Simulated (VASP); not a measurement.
# ZnS (P3m1) in VASP: further runs

The runs below take ZnS through electric field gradients, with PBE, PBEsol.

Program: VASP 6.6.1. These are calculated values, not measurements. Logs are shortened: lines on timing, memory, paths and dates and some standing lists are left out, and cuts for length are marked.

### 1 The cell of the first run

Symmetry: P3m1, No. 156, trigonal system. The conventional cell has a = 3.806 Å, b = 3.806 Å, c = 24.911 Å, α = 90.00°, β = 90.00°, γ = 120.00°. Zn (site symmetry 3m) has 4 S at 2.33 Å within 3.1 Å. Within 3.1 Å of Zn (site symmetry 3m) lie 4 S at 2.33 Å. Within 3.1 Å of Zn (site symmetry 3m) lie 4 S at 2.33 to 2.34 Å. Within 3.1 Å of Zn (site symmetry 3m) lie 4 S at 2.33 to 2.34 Å. Within 3.1 Å of Zn (site symmetry 3m) lie 4 S at 2.33 to 2.34 Å. Zn (site symmetry 3m) has 4 S at 2.33 Å within 3.1 Å. Zn (site symmetry 3m) has 4 S at 2.33 Å within 3.1 Å. Zn (site symmetry 3m) has 4 S at 2.33 to 2.34 Å within 3.1 Å.

### 2 Electric field gradients, PBE

The input, INCAR:

```
SYSTEM = ZnS
  PREC = Accurate
  ENCUT = 520
  EDIFF = 1E-8
  ISMEAR = -1
  SIGMA = 0.02
  LREAL = Auto
  LASPH = .TRUE.
  NELM = 100
  ALGO = Normal
  ISIF = 2
  LWAVE = .FALSE.
  LCHARG = .FALSE.
  GGA = PE
  LEFG = .TRUE.
  NBANDS = 86
```

The input, KPOINTS:

```
regular mesh
0
G
  8 8 2
  0 0 0
```

The input, POSCAR:

```
ZnS
1.0
    3.8063306180      0.0000000000      0.0000000000
   -1.9031653090      3.2963790104      0.0000000000
    0.0000000000      0.0000000000     24.9109767200
Zn S
8 8
Direct
    0.3333333333      0.6666666667      0.1248427000
    0.0000000000      0.0000000000      0.0002512000
    0.6666666667      0.3333333333      0.6248088900
    0.6666666667      0.3333333333      0.8752558000
    0.0000000000      0.0000000000      0.7500102400
    0.3333333333      0.6666666667      0.3752744800
    0.0000000000      0.0000000000      0.4999590700
    0.6666666667      0.3333333333      0.2499696000
    0.6666666667      0.3333333333      0.3438889100
    0.6666666667      0.3333333333      0.9690531000
    0.3333333333      0.6666666667      0.2184879700
    0.0000000000      0.0000000000      0.5935355200
    0.0000000000      0.0000000000      0.0937900900
    0.0000000000      0.0000000000      0.8437991100
    0.3333333333      0.6666666667      0.4688775700
    0.6666666667      0.3333333333      0.7185927400
```

Potentials or basis: VASP PAW PBE potentials, release 64 (Zn, S).

Command:

```sh
cat potpaw_PBE.64/Zn/POTCAR potpaw_PBE.64/S/POTCAR > POTCAR
mpirun -np 1 vasp_std > vasp.out
```

OUTCAR:

```text
SYSTEM = ZnS
   PREC = Accurate
   ENCUT = 520
   EDIFF = 1E-8
   ISMEAR = -1
   LREAL = Auto
   LASPH = .TRUE.
   NELM = 100
   ISIF = 2
   GGA = PE

 ion  position               nearest neighbor table
   1  0.333  0.667  0.125-  13 2.33  13 2.33  13 2.33  11 2.33
   2  0.000  0.000  0.000-  13 2.33  10 2.33  10 2.33  10 2.33
   3  0.667  0.333  0.625-  12 2.33  12 2.33  12 2.33  16 2.34
   4  0.667  0.333  0.875-  14 2.33  14 2.33  14 2.33  10 2.34
   5  0.000  0.000  0.750-  16 2.33  16 2.33  16 2.33  14 2.34
   6  0.333  0.667  0.375-  15 2.33   9 2.33   9 2.33   9 2.33
[... 8 lines left out ...]
  15  0.333  0.667  0.469-   7 2.33   7 2.33   7 2.33   6 2.33
  16  0.667  0.333  0.719-   5 2.33   5 2.33   5 2.33   3 2.34

  LATTYP: Found a hexagonal cell.
 ALAT       =     3.8063306180
 C/A-ratio  =     6.5446171707

  Lattice vectors:

 A1 = (   3.8063306180,   0.0000000000,   0.0000000000)
 A2 = (  -1.9031653090,   3.2963790104,   0.0000000000)
 A3 = (   0.0000000000,   0.0000000000,  24.9109767200)

Analysis of symmetry for initial positions (statically):
=====================================================================
 Subroutine PRICEL returns:
 Original cell was already a primitive cell.

 Routine SETGRP: Setting up the symmetry group for a
 hexagonal supercell.

 Subroutine GETGRP returns: Found  6 space group operations
 (whereof  6 operations were pure point group operations)
 out of a pool of 24 trial point group operations.

The static configuration has the point symmetry C_3v.

Analysis of symmetry for dynamics (positions and initial velocities):
=====================================================================
 Subroutine PRICEL returns:
 Original cell was already a primitive cell.

 Routine SETGRP: Setting up the symmetry group for a
 hexagonal supercell.

 Subroutine GETGRP returns: Found  6 space group operations
 (whereof  6 operations were pure point group operations)
 out of a pool of 24 trial point group operations.

The dynamic configuration has the point symmetry C_3v.

 Subroutine INISYM returns: Found  6 space group operations
 (whereof  6 operations are pure point group operations),
 and found     1 'primitive' translations

----------------------------------------------------------------------------------------

                                     Primitive cell

  volume of cell :     312.5607

  direct lattice vectors                    reciprocal lattice vectors
     3.806330618  0.000000000  0.000000000     0.262720215  0.151681587  0.000000000
    -1.903165309  3.296379010  0.000000000     0.000000000  0.303363174  0.000000000
     0.000000000  0.000000000 24.910976720     0.000000000  0.000000000  0.040142946

  length of vectors
     3.806330618  3.806330618 24.910976720     0.303363174  0.303363174  0.040142946

  position of ions in fractional coordinates (direct lattice)
     0.333333333  0.666666667  0.124842700
     0.000000000  0.000000000  0.000251200
     0.666666667  0.333333333  0.624808890
     0.666666667  0.333333333  0.875255800
     0.000000000  0.000000000  0.750010240
     0.333333333  0.666666667  0.375274480
[... 8 lines left out ...]
     0.333333333  0.666666667  0.468877570
     0.666666667  0.333333333  0.718592740

  ion indices of the primitive-cell ions
   primitive index   ion index
                 1           1
                 2           2
                 3           3
                 4           4
                 5           5
                 6           6
[... 8 lines left out ...]
                15          15
                16          16
[... 63 lines left out ...]
   LSORBIT =      F    spin-orbit coupling
   LASPH  =      T    aspherical Exc in radial PAW
   ENCUT  =  520.0 eV  38.22 Ry    6.18 a.u.   7.08  7.08 46.32*2*pi/ulx,y,z
   NELM   =    100;   NELMIN=  2; NELMDL= -5     # of ELM steps
   EDIFF  = 0.1E-07   stopping-criterion for ELM
   LREAL  =      T    real-space projection
   EDIFFG = 0.1E-06   stopping-criterion for IOM
   NSW    =      0    number of steps for IOM
   IBRION =     -1    ionic relax: 0-MD 1-quasi-New 2-CG
   NFREE  =      0    steps in history (QN), initial steepest desc. (CG)
   ISIF   =      2    stress and relaxation
   ISYM   =      2    0-nonsym 1-usesym 2-fastsym
   POTIM  = 0.5000    time-step for ionic-motion
   TEBEG  =    0.0;   TEEND  =   0.0 temperature during run
   PSTRESS=    0.0 pullay stress
   NELECT =     144.0000    total number of electrons
   NUPDOWN=      -1.0000    fix difference up-down
   EMIN   =  10.00;   EMAX   =-10.00  energy-range for DOS
   EFERMI =   0.00;   METHOD = LEGACY
   ISMEAR =    -1;   SIGMA  =   0.02  broadening in eV -4-tet -1-fermi 0-gaus
   EFERMI_NEDOS =   21; number of points for ismear=-14 and -15
   IALGO  =     38    algorithm
   IMIX   =      4    mixing-type and parameters
     AMIX     =   0.40;   BMIX     =  1.00
     AMIX_MAG =   1.60;   BMIX_MAG =  1.00
  volume/ion in A,a.u.               =      19.54       131.83
  Fermi-wavevector in a.u.,A,eV,Ry     =   1.264399  2.389368 21.751705  1.598705
  Thomas-Fermi vector in A             =   2.397706
   LORBIT       =      0    0 simple, 1 ext, 2 COOP (PROOUT), +10 PAW based schemes
   GGA     = PE    functional components
   LHFCALC =     F    Hartree Fock is set to
   AEXX    =    0.0000 exact exchange contribution
   IVDW    =     0    specifies the selected vdW correction
   LEPSILON=     F    determine dielectric tensor
   LRPA    =     F    only Hartree local field effects (RPA)
 non-spin polarized calculation
  energy-cutoff  :      520.00
  volume of cell :      312.56
 maximum number of plane-waves:      8467
   NGX = 15   NGY = 15   NGZ = 93

 number of electron     143.9999941 magnetization

 Free energy of the ion-electron system (eV)
  ---------------------------------------------------
  ext. energy  EPLUGINS =         0.00000000
  ---------------------------------------------------
  free energy    TOTEN  =       -54.71720484 eV

  energy without entropy =      -54.71720484  energy(sigma->0) =      -54.71720484

 E-fermi :   2.6212     XC(G=0):  -9.6730

 val. band max:        2.2075015255   @ k =   0.0000   0.0000   0.0000
 cond. band min:       4.3993308596   @ k =   0.0000   0.0000   0.0000
 fundamental gap:      2.1918293341
 Fermi energy:         2.6212479973

 k-point     1 :       0.0000    0.0000    0.0000
  band No.  band energies     occupation
      1     -11.0153      2.00000
      2     -10.9049      2.00000
      3     -10.8857      2.00000
      4     -10.5836      2.00000
      5     -10.5830      2.00000
      6     -10.2372      2.00000
[... 1729 lines left out ...]
     83       8.1591      0.00000
     84       8.2738      0.00000
 [bands above 84 left out]

------------------------ aborting loop because EDIFF is reached ----------------------------------------

  FORCE on cell =-STRESS in cart. coord.  units (eV):
  Direction    XX          YY          ZZ          XY          YZ          ZX
  --------------------------------------------------------------------------------------
  -------------------------------------------------------------------------------------
  Total        4.9626642      4.9626642      5.0135905      0.0000000     -0.0000000     -0.0000000
  in kB       25.4384745     25.4384745     25.6995217      0.0000000     -0.0000000     -0.0000000
  external PRESSURE =      25.5254902 kB  Pullay stress =       0.0000000 kB

 VOLUME and BASIS-vectors are now :
 -----------------------------------------------------------------------------
  energy-cutoff  :      520.00
  volume of cell :      312.56
      direct lattice vectors                 reciprocal lattice vectors
     3.806330618  0.000000000  0.000000000     0.262720215  0.151681587  0.000000000
    -1.903165309  3.296379010  0.000000000     0.000000000  0.303363174  0.000000000
     0.000000000  0.000000000 24.910976720     0.000000000  0.000000000  0.040142946

 POSITION                                       TOTAL-FORCE (eV/Angst)
 -----------------------------------------------------------------------------------
     -0.00000      2.19759      3.10995        -0.000000      0.000000      0.019087
      0.00000      0.00000      0.00626        -0.000000      0.000000     -0.003077
      1.90317      1.09879     15.56460        -0.000000      0.000000      0.012305
      1.90317      1.09879     21.80348         0.000000     -0.000000      0.003637
      0.00000      0.00000     18.68349         0.000000      0.000000      0.008885
     -0.00000      2.19759      9.34845        -0.000000     -0.000000     -0.012827
[... 8 lines left out ...]
     -0.00000      2.19759     11.68020         0.000000      0.000000     -0.019298
      1.90317      1.09879     17.90085         0.000000      0.000000      0.001284
 -----------------------------------------------------------------------------------
    total drift:                                0.000002     -0.000007      0.004539

  FREE ENERGIE OF THE ION-ELECTRON SYSTEM (eV)
  ---------------------------------------------------
  free  energy   TOTEN  =       -54.7172048374 eV

  energy  without entropy=      -54.7172048374  energy(sigma->0) =      -54.71720484

 Electric field gradients (V/A^2)
---------------------------------------------------------------------
 ion       V_xx      V_yy      V_zz      V_xy      V_xz      V_yz
---------------------------------------------------------------------
   1      -0.496    -0.489     0.985     0.006     0.000    -0.000
   2      -0.274    -0.274     0.548     0.001     0.000    -0.000
   3       0.003     0.010    -0.013     0.006    -0.000     0.000
   4      -0.001     0.005    -0.003     0.006     0.000    -0.000
   5      -0.180    -0.179     0.358     0.001     0.000    -0.000
   6      -0.273    -0.266     0.539     0.006    -0.000     0.000
[... 8 lines left out ...]
  15       0.003     0.002    -0.005    -0.000     0.000    -0.000
  16      -1.260    -1.261     2.521    -0.000     0.000    -0.000
---------------------------------------------------------------------

 Electric field gradients after diagonalization (V/A^2)
 (convention: |V_zz| > |V_xx| > |V_yy|)
----------------------------------------------------------------------
 ion       V_xx      V_yy      V_zz     asymmetry (V_yy - V_xx)/ V_zz
----------------------------------------------------------------------
   1      -0.499    -0.486     0.985       0.013
   2      -0.275    -0.273     0.548       0.003
   3      -0.013    -0.000     0.013       0.968
   4      -0.005    -0.003     0.008       0.150
   5      -0.180    -0.178     0.358       0.004
   6      -0.276    -0.263     0.539       0.024
[... 8 lines left out ...]
  15       0.003     0.002    -0.005       0.204
  16      -1.261    -1.260     2.521       0.000
----------------------------------------------------------------------

           NMR quadrupolar parameters

 Cq : quadrupolar parameter    Cq=e*Q*V_zz/h
 eta: asymmetry parameters     (V_yy - V_xx)/ V_zz
 Q  : nuclear electric quadrupole moment in mb (millibarn)
----------------------------------------------------------------------
 ion       Cq(MHz)       eta       Q (mb)
----------------------------------------------------------------------
   1       0.002       0.013       1.000
   2       0.001       0.003       1.000
   3       0.000       0.968       1.000
   4       0.000       0.150       1.000
   5       0.001       0.004       1.000
   6       0.001       0.024       1.000
[... 8 lines left out ...]
  15      -0.000       0.204       1.000
  16       0.006       0.000       1.000
----------------------------------------------------------------------
```

Run time: 20 min. Hardware: 1 thread of Intel Xeon 6975P-C (Granite Rapids), shared host; peak memory 0.56 GiB.

What came out:

```
Free energy            : -54.7172 eV
Pressure               : 2.6 GPa
Largest force          : 0.019 eV/Å
Band gap on the k mesh : 2.19 eV, direct
```

Forces in eV/Å, atoms in the order of the input:
```
Zn   0.000  0.000  0.019
Zn   0.000  0.000 -0.003
Zn   0.000  0.000  0.012
Zn   0.000  0.000  0.004
Zn   0.000  0.000  0.009
Zn   0.000  0.000 -0.013
Zn   0.000  0.000  0.003
Zn   0.000  0.000  0.012
S    0.000  0.000 -0.009
S    0.000  0.000 -0.017
S    0.000  0.000  0.015
S    0.000  0.000 -0.006
S    0.000  0.000 -0.003
S    0.000  0.000 -0.004
S    0.000  0.000 -0.019
S    0.000  0.000  0.001
```

Electric field gradients, principal values (V/Å²):
```
atom   least  middle  greatest (by size)
1 Zn  -0.486  -0.499               0.985
2 Zn  -0.273  -0.275               0.548
3 Zn   0.000  -0.013               0.013
4 Zn  -0.003  -0.005               0.008
5 Zn  -0.178  -0.180               0.358
6 Zn  -0.263  -0.276               0.539
7 Zn  -0.287  -0.288               0.575
8 Zn  -0.006  -0.019               0.025
 9 S  -1.197  -1.198               2.394
10 S  -0.910  -0.911               1.821
11 S  -0.563  -0.563               1.126
12 S  -0.221  -0.222               0.444
13 S   0.154   0.155              -0.309
14 S  -1.434  -1.435               2.868
15 S   0.002   0.003              -0.005
16 S  -1.260  -1.261               2.521
```

Caveat: without QUAD_EFG the Cq values of the log hold for a quadrupole moment of 1 mb, not for the nuclei.

[end of part 1 of 2]
